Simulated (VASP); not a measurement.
# NbP (Imm2) in VASP: a series of runs

NbP is run at these levels: PBEsol; tasks: single point.

All numbers are computed with VASP 6.6.1; they aren't measurements. Logs are shortened: lines on timing, memory, paths and dates and some standing lists are left out, and cuts for length are marked.

### Step 1. The cell of the first run

The structure is orthorhombic, space group Imm2 (No. 44). The conventional cell has a = 3.312 Å, b = 3.353 Å, c = 11.262 Å, α = 90.00°, β = 90.00°, γ = 90.00°. Nb (site symmetry mm2) has 6 P at 2.51 to 2.53 Å and 8 Nb at 3.27 to 3.35 Å within 3.4 Å. Nb (site symmetry mm2) has 6 P at 2.53 Å and 8 Nb at 3.27 to 3.35 Å within 3.4 Å. P (site symmetry mm2) has 6 Nb at 2.53 Å and 8 P at 3.27 to 3.35 Å within 3.4 Å. Within 3.4 Å of P (site symmetry mm2) lie 6 Nb at 2.51 to 2.53 Å and 8 P at 3.27 to 3.35 Å.

### Step 2. Single point, PBEsol (uniaxial strain along a: +1.0 %)

INCAR reads:

```
SYSTEM = NbP
PREC = Accurate
ENCUT = 520
EDIFF = 1E-7
ISMEAR = 0
SIGMA = 0.1
LREAL = .FALSE.
LASPH = .TRUE.
NELM = 100
ALGO = Normal
ISIF = 2
LWAVE = .FALSE.
LCHARG = .FALSE.
GGA = PS
NBANDS = 46
```

KPOINTS reads:

```
Automatic mesh
0
G
  10 10 4
  0 0 0
```

POSCAR reads:

```
NbP
1.0
    3.3534525373      0.0000000000      0.0000000000
    0.0000000000      3.3119494118      0.0000000000
    0.0000000000      0.0000000000     11.2621619236
Nb P
4 4
Direct
    0.5000000000      0.5000000000      0.0001874488
    0.0000000000      0.5000000000      0.7501874488
    0.0000000000      0.0000000000      0.5001874488
    0.5000000000      0.0000000000      0.2501874488
    0.0000000000      0.0000000000      0.0824411262
    0.5000000000      0.0000000000      0.8324411262
    0.5000000000      0.5000000000      0.5824411262
    0.0000000000      0.5000000000      0.3324411262
```

Potentials or basis: VASP PAW PBE potentials, release 64 (Nb_sv, P).

Launch:

```
$ cat potpaw_PBE.64/Nb_sv/POTCAR potpaw_PBE.64/P/POTCAR > POTCAR
$ mpirun -np 1 vasp_std > vasp.out
```

OUTCAR:

```text
SYSTEM = NbP
   PREC = Accurate
   ENCUT = 520
   EDIFF = 1E-7
   ISMEAR = 0
   LREAL = .FALSE.
   LASPH = .TRUE.
   NELM = 100
   ISIF = 2
   GGA = PS

 ion  position               nearest neighbor table
   1  0.500  0.500  0.000-   6 2.51   6 2.51   5 2.53   5 2.53   5 2.53   5 2.53
   2  0.000  0.500  0.750-   7 2.53   7 2.53   6 2.53   6 2.53   6 2.53   6 2.53
   3  0.000  0.000  0.500-   8 2.51   8 2.51   7 2.53   7 2.53   7 2.53   7 2.53
   4  0.500  0.000  0.250-   5 2.53   5 2.53   8 2.53   8 2.53   8 2.53   8 2.53
   5  0.000  0.000  0.082-   4 2.53   4 2.53   1 2.53   1 2.53   1 2.53   1 2.53
   6  0.500  0.000  0.832-   1 2.51   1 2.51   2 2.53   2 2.53   2 2.53   2 2.53
   7  0.500  0.500  0.582-   2 2.53   2 2.53   3 2.53   3 2.53   3 2.53   3 2.53
   8  0.000  0.500  0.332-   3 2.51   3 2.51   4 2.53   4 2.53   4 2.53   4 2.53

  LATTYP: Found a simple orthorhombic cell.
 ALAT       =     3.3119494118
 B/A-ratio  =     1.0125313283
 C/A-ratio  =     3.4004631482

  Lattice vectors:

 A1 = (   0.0000000000,  -3.3119494118,   0.0000000000)
 A2 = (   3.3534525373,   0.0000000000,   0.0000000000)
 A3 = (   0.0000000000,   0.0000000000,  11.2621619236)

Analysis of symmetry for initial positions (statically):
=====================================================================
 Subroutine PRICEL returns following result:

  LATTYP: Found a body centered orthorhombic cell.
 ALAT       =     3.3119494118
 B/A-ratio  =     1.0125313283
 C/A-ratio  =     3.4004631482

  Lattice vectors:

 A1 = (   1.6767262686,   1.6559747059,   5.6310809618)
 A2 = (  -1.6767262686,  -1.6559747059,   5.6310809618)
 A3 = (   1.6767262686,  -1.6559747059,  -5.6310809618)

   2 primitive cells build up your supercell.

 Routine SETGRP: Setting up the symmetry group for a
 simple orthorhombic supercell.

 Subroutine GETGRP returns: Found  4 space group operations
 (whereof  4 operations were pure point group operations)
 out of a pool of  8 trial point group operations.

The static configuration has the point symmetry C_2v.

Analysis of symmetry for dynamics (positions and initial velocities):
=====================================================================
 Subroutine PRICEL returns following result:

  LATTYP: Found a body centered orthorhombic cell.
 ALAT       =     3.3119494118
 B/A-ratio  =     1.0125313283
 C/A-ratio  =     3.4004631482

  Lattice vectors:

 A1 = (   1.6767262686,   1.6559747059,   5.6310809618)
 A2 = (  -1.6767262686,  -1.6559747059,   5.6310809618)
 A3 = (   1.6767262686,  -1.6559747059,  -5.6310809618)

   2 primitive cells build up your supercell.

 Routine SETGRP: Setting up the symmetry group for a
 simple orthorhombic supercell.

 Subroutine GETGRP returns: Found  4 space group operations
 (whereof  4 operations were pure point group operations)
 out of a pool of  8 trial point group operations.

The dynamic configuration has the point symmetry C_2v.

 Subroutine INISYM returns: Found  4 space group operations
 (whereof  4 operations are pure point group operations),
 and found     2 'primitive' translations

----------------------------------------------------------------------------------------

                                     Primitive cell

  volume of cell :      62.5414

  direct lattice vectors                    reciprocal lattice vectors
     1.676726269  1.655974706  5.631080962     0.298200135  0.000000000  0.088792898
    -1.676726269 -1.655974706  5.631080962    -0.000000000 -0.301936979  0.088792898
     1.676726269 -1.655974706 -5.631080962     0.298200135 -0.301936979 -0.000000000

  length of vectors
     6.104321093  6.104321093  6.104321093     0.311139036  0.314722287  0.424369249

  position of ions in fractional coordinates (direct lattice)
     0.500187449  0.500187449  0.000000000
     0.750187449  0.250187449  0.500000000
     0.082441126  0.082441126  0.000000000
     0.332441126  0.832441126  0.500000000

  ion indices of the primitive-cell ions
   primitive index   ion index
                 1           1
                 2           2
                 3           7
                 4           6

----------------------------------------------------------------------------------------

 KPOINTS: Automatic mesh

Automatic generation of k-mesh.
 Grid dimensions read from file:
 generate k-points for:   10   10    4

 Generating k-lattice:

  Cartesian coordinates                     Fractional coordinates (reciprocal lattice)
     0.029820014  0.000000000  0.000000000     0.100000000  0.000000000  0.000000000
     0.000000000  0.030193698  0.000000000     0.000000000  0.100000000  0.000000000
     0.000000000  0.000000000  0.022198225     0.000000000  0.000000000  0.250000000

  Length of vectors
     0.029820014  0.030193698  0.022198225

  Shift w.r.t. Gamma in fractional coordinates (k-lattice)
     0.000000000  0.000000000  0.000000000

 Subroutine IBZKPT returns following result:
 ===========================================

 Found    108 irreducible k-points:

 Following reciprocal coordinates:
            Coordinates               Weight
  0.000000  0.000000  0.000000      1.000000
  0.100000  0.000000  0.000000      2.000000
  0.200000  0.000000  0.000000      2.000000
  0.300000  0.000000  0.000000      2.000000
  0.400000  0.000000  0.000000      2.000000
  0.500000  0.000000  0.000000      1.000000
[... 16 lines left out ...]
  0.400000  0.300000  0.000000      4.000000
  0.500000  0.300000  0.000000      2.000000
 [... further k-points ...]
   k-points           NKPTS =    108   k-points in BZ     NKDIM =    108   number of bands    NBANDS=     46
   number of dos      NEDOS =    301   number of ions     NIONS =      8
   total plane-waves  NPLWV =  65856
   dimension x,y,z NGX =    28 NGY =   28 NGZ =   84
   dimension x,y,z NGXF=    56 NGYF=   56 NGZF=  168
   ions per type =               4   4
   NGX,Y,Z   is equivalent  to a cutoff of  13.88, 14.05, 12.40 a.u.
   NGXF,Y,Z  is equivalent  to a cutoff of  27.76, 28.11, 24.80 a.u.
 SYSTEM =  NbP
   PREC   = accura    normal or accurate (medium, high low for compatibility)
   ISTART =      0    job   : 0-new  1-cont  2-samecut
   ICHARG =      2    charge: 1-file 2-atom 10-const
   ISPIN  =      1    spin polarized calculation?
   LNONCOLLINEAR =      F non collinear calculations
   LSORBIT =      F    spin-orbit coupling
   LASPH  =      T    aspherical Exc in radial PAW
   ENCUT  =  520.0 eV  38.22 Ry    6.18 a.u.   6.24  6.16 20.94*2*pi/ulx,y,z
   NELM   =    100;   NELMIN=  2; NELMDL= -5     # of ELM steps
   EDIFF  = 0.1E-06   stopping-criterion for ELM
   LREAL  =      F    real-space projection
   EDIFFG = 0.1E-05   stopping-criterion for IOM
   NSW    =      0    number of steps for IOM
   IBRION =     -1    ionic relax: 0-MD 1-quasi-New 2-CG
   NFREE  =      0    steps in history (QN), initial steepest desc. (CG)
   ISIF   =      2    stress and relaxation
   ISYM   =      2    0-nonsym 1-usesym 2-fastsym
   POTIM  = 0.5000    time-step for ionic-motion
   TEBEG  =    0.0;   TEEND  =   0.0 temperature during run
   PSTRESS=    0.0 pullay stress
   NELECT =      72.0000    total number of electrons
   NUPDOWN=      -1.0000    fix difference up-down
   EMIN   =  10.00;   EMAX   =-10.00  energy-range for DOS
   EFERMI =   0.00;   METHOD = LEGACY
   ISMEAR =     0;   SIGMA  =   0.10  broadening in eV -4-tet -1-fermi 0-gaus
   EFERMI_NEDOS =   21; number of points for ismear=-14 and -15
   IALGO  =     38    algorithm
   IMIX   =      4    mixing-type and parameters
     AMIX     =   0.40;   BMIX     =  1.00
     AMIX_MAG =   1.60;   BMIX_MAG =  1.00
  volume/ion in A,a.u.               =      15.64       105.51
  Fermi-wavevector in a.u.,A,eV,Ry     =   1.361820  2.573467 25.232744  1.854554
  Thomas-Fermi vector in A             =   2.488363
   LORBIT       =      0    0 simple, 1 ext, 2 COOP (PROOUT), +10 PAW based schemes
   GGA     = PS    functional components
   LHFCALC =     F    Hartree Fock is set to
   AEXX    =    0.0000 exact exchange contribution
   IVDW    =     0    specifies the selected vdW correction
   LEPSILON=     F    determine dielectric tensor
   LRPA    =     F    only Hartree local field effects (RPA)
 non-spin polarized calculation
 Gauss-broadening in eV      SIGMA  =   0.10
  energy-cutoff  :      520.00
  volume of cell :      125.08
 maximum number of plane-waves:      3416
 NGX is ok and might be reduce to    28
   NGX = 13   NGY = 13   NGZ = 41

 number of electron      71.9999998 magnetization

 Free energy of the ion-electron system (eV)
  ---------------------------------------------------
  ext. energy  EPLUGINS =         0.00000000
  ---------------------------------------------------
  free energy    TOTEN  =       -75.65612753 eV

  energy without entropy =      -75.64685986  energy(sigma->0) =      -75.65149369

 E-fermi :  10.8567     XC(G=0): -12.2447

 val. band max:       10.8508115576   @ k =   0.0000   0.5000   0.5000
 cond. band min:      10.8646600573   @ k =   0.0000   0.4000   0.5000
 fundamental gap:      0.0138484996
 Fermi energy:        10.8567413634

 k-point     1 :       0.0000    0.0000    0.0000
  band No.  band energies     occupation
      1     -43.9011      2.00000
      2     -43.8857      2.00000
      3     -43.8670      2.00000
      4     -43.8514      2.00000
      5     -20.2355      2.00000
      6     -20.0367      2.00000
[... 38 lines left out ...]
     45      14.0898      0.00000
     46      14.4149      0.00000

 k-point     2 :       0.1000    0.0000    0.0000
  band No.  band energies     occupation
      1     -43.8989      2.00000
      2     -43.8840      2.00000
      3     -43.8653      2.00000
      4     -43.8503      2.00000
      5     -20.2283      2.00000
      6     -20.0776      2.00000
[... 1070 lines left out ...]
 k-point    24 :       0.5000    0.3000    0.0000
  band No.  band energies     occupation
      1     -43.8571      2.00000
      2     -43.8571      2.00000
      3     -43.8344      2.00000
      4     -43.8344      2.00000
      5     -20.2964      2.00000
      6     -20.2964      2.00000
[... 38 lines left out ...]
     45      14.9996      0.00000
     46      15.0078      0.00000

 [... further k-points ...]

------------------------ aborting loop because EDIFF is reached ----------------------------------------

  FORCE on cell =-STRESS in cart. coord.  units (eV):
  Direction    XX          YY          ZZ          XY          YZ          ZX
  --------------------------------------------------------------------------------------
  -------------------------------------------------------------------------------------
  Total       -2.3273381     -0.5184236     -0.2398711      0.0000000      0.0000000      0.0000000
  in kB      -29.8107183     -6.6404531     -3.0724932      0.0000000      0.0000000      0.0000000
  external PRESSURE =     -13.1745548 kB  Pullay stress =       0.0000000 kB

 VOLUME and BASIS-vectors are now :
 -----------------------------------------------------------------------------
  energy-cutoff  :      520.00
  volume of cell :      125.08
      direct lattice vectors                 reciprocal lattice vectors
     3.353452537  0.000000000  0.000000000     0.298200135  0.000000000  0.000000000
     0.000000000  3.311949412  0.000000000     0.000000000  0.301936979  0.000000000
     0.000000000  0.000000000 11.262161924     0.000000000  0.000000000  0.088792898

 POSITION                                       TOTAL-FORCE (eV/Angst)
 -----------------------------------------------------------------------------------
      1.67673      1.65597      0.00211         0.000000      0.000000      0.081292
      0.00000      1.65597      8.44873         0.000000     -0.000000     -0.016899
      0.00000      0.00000      5.63319         0.000000     -0.000000      0.081292
      1.67673      0.00000      2.81765         0.000000     -0.000000     -0.016899
      0.00000      0.00000      0.92847         0.000000     -0.000000      0.013190
      1.67673      0.00000      9.37509        -0.000000     -0.000000     -0.077583
      1.67673      1.65597      6.55955        -0.000000     -0.000000      0.013190
      0.00000      1.65597      3.74401         0.000000     -0.000000     -0.077583
 -----------------------------------------------------------------------------------
    total drift:                               -0.000000     -0.000000     -0.000062

  FREE ENERGIE OF THE ION-ELECTRON SYSTEM (eV)
  ---------------------------------------------------
  free  energy   TOTEN  =       -75.6561275287 eV

  energy  without entropy=      -75.6468598560  energy(sigma->0) =      -75.65149369
```

It took 6.9 min on 1 thread of Intel Xeon 6975P-C (Granite Rapids), shared host; peak memory 0.55 GiB.

Results:

- Free energy: -75.6561 eV
- Pressure: -1.3 GPa
- Largest force: 0.081 eV/Å
- Band gap on the k mesh: zero (bands 36 and 37 overlap by 0.10 eV)

Forces on the atoms (eV/Å):
```
Nb   0.000  0.000  0.081
Nb   0.000  0.000 -0.017
Nb   0.000  0.000  0.081
Nb   0.000  0.000 -0.017
P    0.000  0.000  0.013
P    0.000  0.000 -0.078
P    0.000  0.000  0.013
P    0.000  0.000 -0.078
```

Stress tensor (GPa, compression positive):
```
-2.98  0.00  0.00
 0.00 -0.66  0.00
 0.00  0.00 -0.31
```

Levels at points of the mesh, in eV from the Fermi level:
| k point | band 34 | band 35 | band 36 | band 37 | band 38 | band 39 |
| --- | --- | --- | --- | --- | --- | --- |
| (0.00, 0.00, 0.00) | -1.28 | -0.63 | -0.43 | 0.79 | 1.18 | 1.19 |
| (0.50, 0.00, 0.00) | -1.52 | -0.05 | -0.05 | 0.03 | 0.03 | 1.60 |
| (0.00, 0.50, 0.00) | -1.50 | -0.14 | -0.14 | 0.04 | 0.04 | 1.53 |
| (0.50, 0.50, 0.00) | -0.47 | -0.46 | -0.46 | 2.95 | 2.95 | 3.09 |
| (0.00, 0.00, 0.50) | -1.02 | -0.82 | -0.82 | 0.90 | 0.90 | 1.50 |
| (0.50, 0.00, 0.50) | -1.54 | -0.05 | -0.05 | 0.08 | 0.08 | 1.39 |
| (0.00, 0.50, 0.50) | -1.54 | -0.03 | -0.03 | -0.01 | -0.01 | 1.31 |
| (0.50, 0.50, 0.50) | -0.46 | -0.44 | -0.44 | 2.97 | 2.97 | 3.10 |

Caveat: the cell differs from its parent crystal (uniaxial strain along a: +1.0 %); the PAW data sets were made with another functional, which shifts forces and pressure a little.

### Step 3. Single point, PBEsol (uniaxial strain along a: +2.0 %, then relaxed in part)

INCAR reads:

```
SYSTEM = NbP
PREC = Accurate
ENCUT = 520
EDIFF = 1E-7
ISMEAR = 0
SIGMA = 0.1
LREAL = .False.
LASPH = .True.
NELM = 100
ALGO = Normal
ISIF = 2
LWAVE = .False.
LCHARG = .True.
GGA = PS
LELF = .True.
LVHAR = .True.
NBANDS = 46
```

KPOINTS reads:

```
Automatic mesh
0
Gamma
  10 10 4
  0 0 0
```

POSCAR reads:

```
NbP
1.0
    3.3866550376      0.0000000000      0.0000000000
    0.0000000000      3.2955231001      0.0000000000
    0.0000000000      0.0000000000     11.2275947134
Nb P
4 4
Direct
    0.5000000000      0.5000000000      0.0008668149
    0.0000000000      0.5000000000      0.7500404045
    0.0000000000      0.0000000000      0.5008668149
    0.5000000000      0.0000000000      0.2500404045
    0.0000000000      0.0000000000      0.0826791925
    0.5000000000      0.0000000000      0.8316707380
    0.5000000000      0.5000000000      0.5826791925
    0.0000000000      0.5000000000      0.3316707380
```

Potentials or basis: VASP PAW PBE potentials, release 64 (Nb_sv, P).

Launch:

```
$ cat potpaw_PBE.64/Nb_sv/POTCAR potpaw_PBE.64/P/POTCAR > POTCAR
$ mpirun -np 1 vasp_std > vasp.out
```

Run time: 7.7 min. Hardware: 1 thread of Intel Xeon 6975P-C (Granite Rapids), shared host; peak memory 0.56 GiB.

It converged, with:

```yaml
Free_energy: -75.6295 eV
Pressure: -1.8 GPa
```

Forces on the atoms (eV/Å):
```
Nb   0.000  0.000  0.000
Nb   0.000  0.000 -0.002
Nb   0.000  0.000  0.000
Nb   0.000  0.000 -0.002
P    0.000  0.000  0.001
P    0.000  0.000  0.002
P    0.000  0.000  0.001
P    0.000  0.000  0.002
```

Stress tensor (GPa, compression positive):
```
-4.94  0.00  0.00
 0.00 -0.22  0.00
 0.00  0.00 -0.22
```

Levels at points of the mesh, in eV from the Fermi level:
| k point | band 33 | band 34 | band 35 | band 36 | band 37 | band 38 | band 39 | band 40 |
| --- | --- | --- | --- | --- | --- | --- | --- | --- |
| (0.00, 0.00, 0.00) | -1.59 | -1.19 | -0.77 | -0.36 | 0.75 | 1.14 | 1.17 | 1.61 |
| (0.50, 0.00, 0.00) | -1.49 | -1.49 | -0.02 | -0.02 | 0.04 | 0.04 | 1.65 | 1.65 |
| (0.00, 0.50, 0.00) | -1.49 | -1.49 | -0.20 | -0.20 | 0.08 | 0.08 | 1.48 | 1.48 |
| (0.50, 0.50, 0.00) | -0.52 | -0.52 | -0.45 | -0.45 | 2.81 | 2.81 | 3.03 | 3.03 |
| (0.00, 0.00, 0.50) | -1.14 | -1.14 | -0.74 | -0.74 | 0.86 | 0.86 | 1.47 | 1.47 |
| (0.50, 0.00, 0.50) | -1.52 | -1.52 | -0.07 | -0.07 | 0.11 | 0.11 | 1.44 | 1.44 |
| (0.00, 0.50, 0.50) | -1.53 | -1.53 | -0.06 | -0.06 | 0.02 | 0.02 | 1.25 | 1.25 |
| (0.50, 0.50, 0.50) | -0.51 | -0.51 | -0.44 | -0.44 | 2.82 | 2.82 | 3.02 | 3.02 |

Caveat: the cell differs from its parent crystal (uniaxial strain along a: +2.0 %, then relaxed in part); the PAW data sets were made with another functional, which shifts forces and pressure a little.
